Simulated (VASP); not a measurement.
# Au (P-1) in VASP: single point with PBE

Aim: the single point of Au with PBE.

Everything below comes from runs of VASP 6.6.1. Logs are shortened: lines on timing, memory, paths and dates and some standing lists are left out, and cuts for length are marked.

**1. The cell of the first run**

The typed cell holds 3 atoms: a = 4.214 Å, b = 8.429 Å, c = 2.970 Å, α = 61.14°, β = 135.57°, γ = 90.00°.

**2. Single point, PBE**

The input, INCAR:

```
SYSTEM = Au
PREC = Accurate ; ENCUT = 500
EDIFF = 1E-6 ; ISMEAR = 0
SIGMA = 0.1 ; LREAL = .FALSE.
LASPH = .TRUE. ; NELM = 120
ALGO = Normal ; ISIF = 2
LWAVE = .FALSE. ; LCHARG = .FALSE.
GGA = PE ; NBANDS = 24
GGA_COMPAT = .FALSE.
```

The input, KPOINTS:

```
regular mesh
0
G
  8 4 23
  0 0 0
```

The input, POSCAR:

```
Au
1.0
    4.2143599675      0.0000939185     -0.0194375253
    0.0001878370      8.4284160327      0.0814505507
   -2.1140603907      1.4191703867      1.5294504893
Au
3
Direct
    0.0000000000      0.6666666667      0.0000000000
    0.0000000000      0.3333333333      0.0000000000
    0.0000000000      0.0000000000      0.0000000000
```

Potentials or basis: VASP PAW PBE potentials, release 64 (Au).

Launch:

```sh
$ cat potpaw_PBE.64/Au/POTCAR > POTCAR
$ mpirun -np 1 vasp_std > vasp.out
```

OUTCAR:

```text
SYSTEM = Au
   PREC = Accurate
   ENCUT = 500
   EDIFF = 1E-6
   ISMEAR = 0
   LREAL = .FALSE.
   LASPH = .TRUE.
   NELM = 120
   ISIF = 2
   GGA = PE

 ion  position               nearest neighbor table
   1  0.000  0.667  0.000-   3 2.81   2 2.81   3 2.92   2 2.92   3 2.94   2 2.94
   2  0.000  0.333  0.000-   3 2.81   1 2.81   3 2.92   1 2.92   3 2.94   1 2.94
   3  0.000  0.000  0.000-   1 2.81   2 2.81   1 2.92   2 2.92   2 2.94   1 2.94

  LATTYP: Found a triclinic cell.
 ALAT       =     2.9702718262
 B/A-ratio  =     1.4188616531
 C/A-ratio  =     3.9360427447
 COS(alpha) =     0.0023706816
 COS(beta)  =     0.5987352747
 COS(gamma) =     0.7140963787

  Lattice vectors:

 A1 = (   2.1140603907,  -1.4191703867,  -1.5294504893)
 A2 = (   4.2143599675,   0.0000939185,  -0.0194375253)
 A3 = (   0.0135729769, -11.2668507246,  -3.1209140040)

Analysis of symmetry for initial positions (statically):
=====================================================================
 Subroutine PRICEL returns following result:

  LATTYP: Found a triclinic cell.
 ALAT       =     2.9426792020
 B/A-ratio  =     1.4321658951
 C/A-ratio  =     2.1491949825
 COS(alpha) =     0.0043823847
 COS(beta)  =     0.6579603462
 COS(gamma) =     0.7207922471

  Lattice vectors:

 A1 = (  -2.1141230030,  -1.3903016239,   1.5023003057)
 A2 = (  -4.2143599675,  -0.0000939185,   0.0194375253)
 A3 = (  -0.0139486509,  -5.5899813400,   2.9580129026)

   3 primitive cells build up your supercell.

 Routine SETGRP: Setting up the symmetry group for a
 triclinic supercell.

 Subroutine GETGRP returns: Found  2 space group operations
 (whereof  2 operations were pure point group operations)
 out of a pool of  2 trial point group operations.

The static configuration has the point symmetry S_2 .

Analysis of symmetry for dynamics (positions and initial velocities):
=====================================================================
 Subroutine PRICEL returns following result:

  LATTYP: Found a triclinic cell.
 ALAT       =     2.9426792020
 B/A-ratio  =     1.4321658951
 C/A-ratio  =     2.1491949825
 COS(alpha) =     0.0043823847
 COS(beta)  =     0.6579603462
 COS(gamma) =     0.7207922471

  Lattice vectors:

[... 96 lines left out ...]
   dimension x,y,z NGX =    32 NGY =   64 NGZ =   24
   dimension x,y,z NGXF=    64 NGYF=  128 NGZF=   48
   ions per type =               3
   NGX,Y,Z   is equivalent  to a cutoff of  12.62, 12.62, 13.43 a.u.
   NGXF,Y,Z  is equivalent  to a cutoff of  25.25, 25.25, 26.87 a.u.
 SYSTEM =  Au
   PREC   = accura    normal or accurate (medium, high low for compatibility)
   ISTART =      0    job   : 0-new  1-cont  2-samecut
   ICHARG =      2    charge: 1-file 2-atom 10-const
   ISPIN  =      1    spin polarized calculation?
   LNONCOLLINEAR =      F non collinear calculations
   LSORBIT =      F    spin-orbit coupling
   LASPH  =      T    aspherical Exc in radial PAW
   ENCUT  =  500.0 eV  36.75 Ry    6.06 a.u.   7.68 15.37  5.42*2*pi/ulx,y,z
   NELM   =    120;   NELMIN=  2; NELMDL= -5     # of ELM steps
   EDIFF  = 0.1E-05   stopping-criterion for ELM
   LREAL  =      F    real-space projection
[... 7 lines left out ...]
   TEBEG  =    0.0;   TEEND  =   0.0 temperature during run
   PSTRESS=    0.0 pullay stress
   NELECT =      33.0000    total number of electrons
   NUPDOWN=      -1.0000    fix difference up-down
   EMIN   =  10.00;   EMAX   =-10.00  energy-range for DOS
   EFERMI =   0.00;   METHOD = LEGACY
   ISMEAR =     0;   SIGMA  =   0.10  broadening in eV -4-tet -1-fermi 0-gaus
   EFERMI_NEDOS =   21; number of points for ismear=-14 and -15
   IALGO  =     38    algorithm
   IMIX   =      4    mixing-type and parameters
     AMIX     =   0.40;   BMIX     =  1.00
     AMIX_MAG =   1.60;   BMIX_MAG =  1.00
  volume/ion in A,a.u.               =      17.83       120.33
  Fermi-wavevector in a.u.,A,eV,Ry     =   1.393628  2.633574 26.425208  1.942198
  Thomas-Fermi vector in A             =   2.517255
   LORBIT       =      0    0 simple, 1 ext, 2 COOP (PROOUT), +10 PAW based schemes
   GGA     = PE    functional components
   LHFCALC =     F    Hartree Fock is set to
   AEXX    =    0.0000 exact exchange contribution
   IVDW    =     0    specifies the selected vdW correction
   LEPSILON=     F    determine dielectric tensor
   LRPA    =     F    only Hartree local field effects (RPA)
 non-spin polarized calculation
 Gauss-broadening in eV      SIGMA  =   0.10
  energy-cutoff  :      500.00
  volume of cell :       53.49
 maximum number of plane-waves:      1376
   NGX = 15   NGY = 31   NGZ = 11

 number of electron      33.0000002 magnetization

 Free energy of the ion-electron system (eV)
  ---------------------------------------------------
  ext. energy  EPLUGINS =         0.00000000
  ---------------------------------------------------
  free energy    TOTEN  =        -9.63336733 eV

  energy without entropy =       -9.62994707  energy(sigma->0) =       -9.63165720

 E-fermi :   8.7865     XC(G=0): -12.4439

 val. band max:        8.7799342018   @ k =   0.2500   0.5000   0.4348
 cond. band min:       8.7902983347   @ k =  -0.3750   0.2500   0.2609
 fundamental gap:      0.0103641329
 Fermi energy:         8.7865429578

 k-point     1 :       0.0000    0.0000    0.0000
  band No.  band energies     occupation
      1      -0.6541      2.00000
      2       2.3377      2.00000
      3       2.3377      2.00000
      4       2.8233      2.00000
      5       2.8233      2.00000
      6       4.0083      2.00000
[... 637 lines left out ...]
     23      22.0262      0.00000
     24      23.1663      0.00000

 [... further k-points ...]

------------------------ aborting loop because EDIFF is reached ----------------------------------------

  FORCE on cell =-STRESS in cart. coord.  units (eV):
  Direction    XX          YY          ZZ          XY          YZ          ZX
  --------------------------------------------------------------------------------------
  -------------------------------------------------------------------------------------
  Total        0.1765393      1.2931416     -0.0619079     -0.0104832     -0.0057255     -0.0034870
  in kB        5.2875424     38.7309809     -1.8542093     -0.3139836     -0.1714844     -0.1044404
  external PRESSURE =      14.0547713 kB  Pullay stress =       0.0000000 kB

 VOLUME and BASIS-vectors are now :
 -----------------------------------------------------------------------------
  energy-cutoff  :      500.00
  volume of cell :       53.49
      direct lattice vectors                 reciprocal lattice vectors
     4.214359968  0.000093918 -0.019437525     0.238820344 -0.003224313  0.333097726
     0.000187837  8.428416033  0.081450551    -0.000518362  0.119726781 -0.111810452
    -2.114060391  1.419170387  1.529450489     0.003062732 -0.006417001  0.664017322

 POSITION                                       TOTAL-FORCE (eV/Angst)
 -----------------------------------------------------------------------------------
      0.00013      5.61894      0.05430         0.000000     -0.000000     -0.000000
      0.00006      2.80947      0.02715        -0.000000      0.000000      0.000000
      0.00000      0.00000      0.00000         0.000000      0.000000      0.000000
 -----------------------------------------------------------------------------------
    total drift:                                0.000000      0.000000     -0.000000

  FREE ENERGIE OF THE ION-ELECTRON SYSTEM (eV)
  ---------------------------------------------------
  free  energy   TOTEN  =        -9.6333673266 eV

  energy  without entropy=       -9.6299470743  energy(sigma->0) =       -9.63165720
```

OSZICAR:

```text
N       E                     dE             d eps       ncg     rms          rms(c)
DAV:   1     0.196785069403E+03    0.19679E+03   -0.16139E+04 18008   0.126E+03
DAV:   2    -0.689319097135E+01   -0.20368E+03   -0.18950E+03 19224   0.289E+02
DAV:   3    -0.104147304635E+02   -0.35215E+01   -0.34950E+01 21432   0.393E+01
DAV:   4    -0.104337436786E+02   -0.19013E-01   -0.19012E-01 20520   0.304E+00
DAV:   5    -0.104339321104E+02   -0.18843E-03   -0.18843E-03 22144   0.328E-01    0.142E+01
DAV:   6    -0.968796138038E+01    0.74597E+00   -0.15825E+00 20248   0.100E+01    0.921E+00
DAV:   7    -0.963949327601E+01    0.48468E-01   -0.17995E-01 21288   0.333E+00    0.379E+00
DAV:   8    -0.963338547336E+01    0.61078E-02   -0.15893E-02 20152   0.917E-01    0.435E-01
DAV:   9    -0.963334491093E+01    0.40562E-04   -0.64703E-05 22344   0.593E-02    0.452E-02
DAV:  10    -0.963336748950E+01   -0.22579E-04   -0.11517E-05 21128   0.303E-02    0.316E-03
DAV:  11    -0.963336732659E+01    0.16291E-06   -0.41134E-07 14360   0.473E-03
   1 F= -.96333673E+01 E0= -.96316572E+01  d E =-.342025E-02
```

Wall time 16 min (1 thread of Oxide Virtual Turin-like, shared host); peak memory 0.43 GiB.

What came out:

```
Free energy            : -9.6334 eV
Pressure               : 1.4 GPa
Band gap on the k mesh : zero (an odd number of electrons rules out a gap without spin polarisation)
```

Stress tensor (GPa, compression positive):
```
 0.53 -0.03 -0.01
-0.03  3.87 -0.02
-0.01 -0.02 -0.19
```

Levels at points of the mesh, in eV from the Fermi level:
```tsv
k point	band 15	band 16	band 17	band 18	band 19	band 20
(0.00, 0.00, 0.00)	-2.66	-2.66	-2.38	-2.38	11.63	11.63
(0.50, 0.00, 0.00)	-1.93	-0.98	-0.50	-0.50	2.44	6.80
(0.00, 0.50, 0.00)	-2.14	-1.77	-1.57	1.42	5.83	9.45
(0.50, 0.50, 0.00)	-1.79	-0.53	-0.46	-0.46	3.29	5.71
```

Caveat: spin-orbit coupling is left out, which moves the levels of the heavy elements.
